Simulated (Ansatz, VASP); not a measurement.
MnHg in VASP and in Ansatz

```
CELL_PARAMETERS angstrom
3.31500 0.00000 0.00000
0.00000 3.31500 0.00000
0.00000 0.00000 3.31500
ATOMIC_POSITIONS crystal
Mn 0.50000 0.50000 0.50000
Hg 0.00000 0.00000 0.00000
```

Alike in both runs: task single point; functional PBE; k mesh 11 × 11 × 11; occupations fermi-dirac, width 0.08 eV; no spin polarisation.

|  | VASP | Ansatz |
| --- | --- | --- |
| version | VASP 6.6.1 | Ansatz 0.2.0 |
| potentials or method | VASP PAW PBE potentials, release 64 (Mn_pv, Hg), cutoff 520 eV | all-electron LAPW, scalar-relativistic |

VASP gave:

```
pressure (GPa) : -14.1
```

Q: Which values does Ansatz return?

A: Pressure (GPa): -14.7.

Ansatz ran all-electron here, and VASP with PAW potentials.

Neither program's run includes spin-orbit coupling.
